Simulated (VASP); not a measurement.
# SnSe2 (C2/m) in VASP: single point with PBEsol

Aim: the single point of SnSe2 with PBEsol.

All numbers are computed with VASP 6.6.1; they aren't measurements. Logs are shortened: lines on timing, memory, paths and dates and some standing lists are left out, and cuts for length are marked.

**1. The cell of the first run**

The structure is monoclinic, space group C2/m (No. 12). Conventional cell: a = 6.615 Å, b = 3.590 Å, c = 6.146 Å, α = 90.00°, β = 90.00°, γ = 90.00°. Within 3.5 Å of Sn (site symmetry 2/m) lie 6 Se at 2.64 to 2.72 Å. Se (site symmetry m) has 3 Sn at 2.64 to 2.72 Å within 3.5 Å.

**2. Single point, PBEsol (strain -0.0600 x Voigt [1, 0, 0, 0, 0, 0])**

INCAR reads:

```
  PREC = Accurate
  ENCUT = 520
  EDIFF = 1E-6
  ISMEAR = 0
  SIGMA = 0.05
  LREAL = False
  LASPH = True
  NELM = 80
  ALGO = Normal
  ISIF = 2
  LWAVE = False
  LCHARG = True
  GGA = PS
  LELF = True
  LVHAR = True
  NBANDS = 20
```

KPOINTS reads:

```
Automatic mesh
0
Gamma
  12 12 6
```

POSCAR reads:

```
SnSe2
1.0
    3.5897881491      0.0000000000      0.0000000000
   -1.7948940746      3.3072848206      0.0000000000
    0.0000000000      0.0000000000      6.1455711062
Sn Se
1 2
Direct
    0.0000000000      0.0000000000      0.0000000000
    0.3333333333      0.6666666667      0.2580716066
    0.6666666667      0.3333333333      0.7419283934
```

Potentials or basis: VASP PAW PBE potentials, release 64 (Sn_d, Se).

Command:

```console
> cat potpaw_PBE.64/Sn_d/POTCAR potpaw_PBE.64/Se/POTCAR > POTCAR
> mpirun -np 1 vasp_std > vasp.out
```

OUTCAR:

```text
PREC = Accurate
   ENCUT = 520
   EDIFF = 1E-6
   ISMEAR = 0
   LREAL = False
   LASPH = True
   NELM = 80
   ISIF = 2
   GGA = PS

 ion  position               nearest neighbor table
   1  0.000  0.000  0.000-   2 2.64   3 2.64   3 2.64   2 2.64   3 2.72   2 2.72
   2  0.333  0.667  0.258-   1 2.64   1 2.64   1 2.72
   3  0.667  0.333  0.742-   1 2.64   1 2.64   1 2.72

  LATTYP: Found a base centered orthorhombic cell.
 ALAT       =     3.5897881491
 B/A-ratio  =     1.8426072421
 C/A-ratio  =     1.7119592720

  Lattice vectors:

 A1 = (   1.7948940746,  -3.3072848206,   0.0000000000)
 A2 = (   1.7948940745,   3.3072848206,   0.0000000000)
 A3 = (   0.0000000000,   0.0000000000,   6.1455711062)

Analysis of symmetry for initial positions (statically):
=====================================================================
 Subroutine PRICEL returns:
 Original cell was already a primitive cell.

 Routine SETGRP: Setting up the symmetry group for a
 base centered orthorhombic supercell.

 Subroutine GETGRP returns: Found  4 space group operations
 (whereof  4 operations were pure point group operations)
 out of a pool of  8 trial point group operations.

The static configuration has the point symmetry C_2h.

Analysis of symmetry for dynamics (positions and initial velocities):
=====================================================================
 Subroutine PRICEL returns:
 Original cell was already a primitive cell.

 Routine SETGRP: Setting up the symmetry group for a
 base centered orthorhombic supercell.

 Subroutine GETGRP returns: Found  4 space group operations
 (whereof  4 operations were pure point group operations)
 out of a pool of  8 trial point group operations.

The dynamic configuration has the point symmetry C_2h.

 Subroutine INISYM returns: Found  4 space group operations
 (whereof  4 operations are pure point group operations),
 and found     1 'primitive' translations

----------------------------------------------------------------------------------------

                                     Primitive cell

  volume of cell :      72.9630

  direct lattice vectors                    reciprocal lattice vectors
     3.589788149  0.000000000  0.000000000     0.278567971  0.151181415  0.000000000
    -1.794894075  3.307284821  0.000000000     0.000000000  0.302362831  0.000000000
     0.000000000  0.000000000  6.145571106     0.000000000  0.000000000  0.162718807

  length of vectors
     3.589788149  3.762947996  6.145571106     0.316947842  0.302362831  0.162718807

  position of ions in fractional coordinates (direct lattice)
     0.000000000  0.000000000  0.000000000
     0.333333333  0.666666667  0.258071607
     0.666666667  0.333333333  0.741928393

  ion indices of the primitive-cell ions
   primitive index   ion index
                 1           1
                 2           2
                 3           3

----------------------------------------------------------------------------------------

 KPOINTS: Automatic mesh

Automatic generation of k-mesh.
 Grid dimensions read from file:
 generate k-points for:   12   12    6

 Generating k-lattice:

  Cartesian coordinates                     Fractional coordinates (reciprocal lattice)
     0.023213998  0.012598451  0.000000000     0.083333333 -0.000000000  0.000000000
     0.000000000  0.025196903  0.000000000     0.000000000  0.083333333  0.000000000
     0.000000000  0.000000000  0.027119801     0.000000000  0.000000000  0.166666667

  Length of vectors
     0.026412320  0.025196903  0.027119801

  Shift w.r.t. Gamma in fractional coordinates (k-lattice)
     0.000000000  0.000000000  0.000000000

 Subroutine IBZKPT returns following result:
 ===========================================

 Found    242 irreducible k-points:

 Following reciprocal coordinates:
            Coordinates               Weight
  0.000000  0.000000  0.000000      1.000000
  0.083333 -0.000000  0.000000      4.000000
  0.166667  0.000000  0.000000      4.000000
  0.250000  0.000000  0.000000      4.000000
  0.333333  0.000000  0.000000      4.000000
  0.416667 -0.000000  0.000000      4.000000
[... 16 lines left out ...]
  0.333333  0.166667  0.000000      4.000000
  0.416667  0.166667  0.000000      4.000000
 [... further k-points ...]
   k-points           NKPTS =    242   k-points in BZ     NKDIM =    242   number of bands    NBANDS=     20
   number of dos      NEDOS =    301   number of ions     NIONS =      3
   total plane-waves  NPLWV =  37632
   dimension x,y,z NGX =    28 NGY =   28 NGZ =   48
   dimension x,y,z NGXF=    56 NGYF=   56 NGZF=   96
   ions per type =               1   2
   NGX,Y,Z   is equivalent  to a cutoff of  12.97, 12.37, 12.98 a.u.
   NGXF,Y,Z  is equivalent  to a cutoff of  25.93, 24.74, 25.97 a.u.
 SYSTEM =  unknown system
   PREC   = accura    normal or accurate (medium, high low for compatibility)
   ISTART =      0    job   : 0-new  1-cont  2-samecut
   ICHARG =      2    charge: 1-file 2-atom 10-const
   ISPIN  =      1    spin polarized calculation?
   LNONCOLLINEAR =      F non collinear calculations
   LSORBIT =      F    spin-orbit coupling
   LASPH  =      T    aspherical Exc in radial PAW
   ENCUT  =  520.0 eV  38.22 Ry    6.18 a.u.   6.67  7.00 11.43*2*pi/ulx,y,z
   NELM   =     80;   NELMIN=  2; NELMDL= -5     # of ELM steps
   EDIFF  = 0.1E-05   stopping-criterion for ELM
   LREAL  =      F    real-space projection
   EDIFFG = 0.1E-04   stopping-criterion for IOM
   NSW    =      0    number of steps for IOM
   IBRION =     -1    ionic relax: 0-MD 1-quasi-New 2-CG
   NFREE  =      0    steps in history (QN), initial steepest desc. (CG)
   ISIF   =      2    stress and relaxation
   ISYM   =      2    0-nonsym 1-usesym 2-fastsym
   POTIM  = 0.5000    time-step for ionic-motion
   TEBEG  =    0.0;   TEEND  =   0.0 temperature during run
   PSTRESS=    0.0 pullay stress
   NELECT =      26.0000    total number of electrons
   NUPDOWN=      -1.0000    fix difference up-down
   EMIN   =  10.00;   EMAX   =-10.00  energy-range for DOS
   EFERMI =   0.00;   METHOD = LEGACY
   ISMEAR =     0;   SIGMA  =   0.05  broadening in eV -4-tet -1-fermi 0-gaus
   EFERMI_NEDOS =   21; number of points for ismear=-14 and -15
   IALGO  =     38    algorithm
   IMIX   =      4    mixing-type and parameters
     AMIX     =   0.40;   BMIX     =  1.00
     AMIX_MAG =   1.60;   BMIX_MAG =  1.00
  volume/ion in A,a.u.               =      24.32       164.13
  Fermi-wavevector in a.u.,A,eV,Ry     =   1.160642  2.193296 18.328279  1.347091
  Thomas-Fermi vector in A             =   2.297223
   LORBIT       =      0    0 simple, 1 ext, 2 COOP (PROOUT), +10 PAW based schemes
   GGA     = PS    functional components
   LHFCALC =     F    Hartree Fock is set to
   AEXX    =    0.0000 exact exchange contribution
   IVDW    =     0    specifies the selected vdW correction
   LEPSILON=     F    determine dielectric tensor
   LRPA    =     F    only Hartree local field effects (RPA)
 non-spin polarized calculation
 Gauss-broadening in eV      SIGMA  =   0.05
  energy-cutoff  :      520.00
  volume of cell :       72.96
 maximum number of plane-waves:      1996
   NGX = 13   NGY = 13   NGZ = 23

 number of electron      26.0000005 magnetization

 Free energy of the ion-electron system (eV)
  ---------------------------------------------------
  ext. energy  EPLUGINS =         0.00000000
  ---------------------------------------------------
  free energy    TOTEN  =       -12.86032127 eV

  energy without entropy =      -12.86030509  energy(sigma->0) =      -12.86031318

 E-fermi :   5.0624     XC(G=0):  -9.9372

 val. band max:        4.9872415650   @ k =   0.0000  -0.1667   0.1667
 cond. band min:       5.1536068233   @ k =   0.5000   0.0000   0.3333
 fundamental gap:      0.1663652583
 Fermi energy:         5.0623571545

 k-point     1 :       0.0000    0.0000    0.0000
  band No.  band energies     occupation
      1     -16.5462      2.00000
      2     -16.5184      2.00000
      3     -16.4768      2.00000
      4     -16.4669      2.00000
      5     -16.4562      2.00000
      6      -9.6323      2.00000
[... 12 lines left out ...]
     19      13.4061      0.00000
     20      14.3024      0.00000

 k-point     2 :       0.0833   -0.0000    0.0000
  band No.  band energies     occupation
      1     -16.5426      2.00000
      2     -16.5216      2.00000
      3     -16.4743      2.00000
      4     -16.4695      2.00000
      5     -16.4563      2.00000
      6      -9.5525      2.00000
[... 12 lines left out ...]
     19      13.0434      0.00000
     20      13.7004      0.00000

 k-point     3 :       0.1667    0.0000    0.0000
  band No.  band energies     occupation
      1     -16.5433      2.00000
      2     -16.5222      2.00000
      3     -16.4774      2.00000
      4     -16.4660      2.00000
      5     -16.4552      2.00000
      6      -9.3174      2.00000
[... 12 lines left out ...]
     19      12.8897      0.00000
     20      13.8255      0.00000

 k-point     4 :       0.2500    0.0000    0.0000
  band No.  band energies     occupation
      1     -16.5613      2.00000
      2     -16.5113      2.00000
      3     -16.4862      2.00000
      4     -16.4555      2.00000
      5     -16.4493      2.00000
      6      -8.9426      2.00000
[... 12 lines left out ...]
     19      13.0392      0.00000
     20      14.1194      0.00000

 k-point     5 :       0.3333    0.0000    0.0000
  band No.  band energies     occupation
      1     -16.5823      2.00000
      2     -16.5039      2.00000
      3     -16.4935      2.00000
      4     -16.4462      2.00000
      5     -16.4367      2.00000
      6      -8.4665      2.00000
[... 12 lines left out ...]
     19      13.8292      0.00000
     20      14.4155      0.00000
[... 353 lines left out ...]
      6      -8.7860      2.00000
[... 12 lines left out ...]
     19      11.7993      0.00000
     20      14.8258      0.00000

 k-point    22 :       0.2500    0.1667    0.0000
  band No.  band energies     occupation
      1     -16.5711      2.00000
      2     -16.5178      2.00000
      3     -16.4835      2.00000
      4     -16.4550      2.00000
      5     -16.4373      2.00000
      6      -8.3348      2.00000
[... 12 lines left out ...]
     19      12.8083      0.00000
     20      14.8877      0.00000

 k-point    23 :       0.3333    0.1667    0.0000
  band No.  band energies     occupation
      1     -16.5814      2.00000
      2     -16.5173      2.00000
      3     -16.4892      2.00000
      4     -16.4425      2.00000
      5     -16.4335      2.00000
      6      -7.8617      2.00000
[... 12 lines left out ...]
     19      14.0943      0.00000
     20      15.0152      0.00000

 k-point    24 :       0.4167    0.1667    0.0000
  band No.  band energies     occupation
      1     -16.5891      2.00000
      2     -16.5147      2.00000
      3     -16.4929      2.00000
      4     -16.4402      2.00000
      5     -16.4261      2.00000
      6      -7.5737      2.00000
[... 12 lines left out ...]
     19      14.2556      0.00000
     20      15.2020      0.00000

 [... further k-points ...]
[... 5 lines left out ...]
  --------------------------------------------------------------------------------------
  -------------------------------------------------------------------------------------
  Total        4.1412922      1.2826864      1.6169554     -0.0000000     -0.3795696      0.0000000
  in kB       90.9376638     28.1662102     35.5063439     -0.0000000     -8.3348807      0.0000000
  external PRESSURE =      51.5367393 kB  Pullay stress =       0.0000000 kB

 VOLUME and BASIS-vectors are now :
 -----------------------------------------------------------------------------
  energy-cutoff  :      520.00
  volume of cell :       72.96
      direct lattice vectors                 reciprocal lattice vectors
     3.589788149  0.000000000  0.000000000     0.278567971  0.151181415  0.000000000
    -1.794894075  3.307284821  0.000000000     0.000000000  0.302362831  0.000000000
     0.000000000  0.000000000  6.145571106     0.000000000  0.000000000  0.162718807

 POSITION                                       TOTAL-FORCE (eV/Angst)
 -----------------------------------------------------------------------------------
      0.00000      0.00000      0.00000         0.000000      0.000000      0.000000
     -0.00000      2.20486      1.58600         0.000000     -0.116749      0.416280
      1.79489      1.10243      4.55957        -0.000000      0.116749     -0.416280
 -----------------------------------------------------------------------------------
    total drift:                                0.000000      0.000000      0.000000

  FREE ENERGIE OF THE ION-ELECTRON SYSTEM (eV)
  ---------------------------------------------------
  free  energy   TOTEN  =       -12.8603212656 eV

  energy  without entropy=      -12.8603050856  energy(sigma->0) =      -12.86031318
```

Run time: 97 s. Hardware: 1 thread of Intel Xeon 6975P-C (Granite Rapids), shared host; peak memory 0.44 GiB.

What came out:

```yaml
Free_energy: -12.8603 eV
Pressure: 5.2 GPa
Largest_force: 0.432 eV/Å
Band_gap_on_the_k_mesh: 0.17 eV, indirect (least direct gap 1.07 eV)
```

Forces in eV/Å, atoms in the order of the input:
```
Sn   0.000  0.000  0.000
Se   0.000 -0.117  0.416
Se   0.000  0.117 -0.416
```

Levels at points of the mesh, in eV from the valence-band top:
| k point | band 11 | band 12 | band 13 | band 14 | band 15 | band 16 |
| --- | --- | --- | --- | --- | --- | --- |
| (0.00, 0.00, 0.00) | -0.59 | -0.51 | -0.29 | 1.01 | 2.75 | 4.42 |
| (0.50, 0.00, 0.00) | -3.02 | -1.88 | -0.70 | 0.75 | 3.17 | 4.69 |
| (0.00, 0.50, 0.00) | -2.45 | -2.00 | -0.23 | 1.38 | 3.87 | 4.91 |
| (0.00, 0.00, 0.50) | -0.71 | -0.52 | -0.10 | 2.64 | 2.67 | 4.15 |
| (0.50, 0.00, 0.50) | -2.46 | -1.35 | -1.18 | 0.28 | 3.54 | 4.15 |
| (0.00, 0.50, 0.50) | -2.24 | -1.28 | -0.68 | 0.52 | 3.53 | 4.60 |

Caveat: the cell differs from its parent crystal (strain -0.0600 x Voigt [1, 0, 0, 0, 0, 0]); the PAW data sets were made with another functional, which shifts forces and pressure a little; spin-orbit coupling is left out, which moves the levels of the heavy elements; this functional lacks dispersion, which binds the layers, so the pressure and a relaxed spacing across them are unreliable.
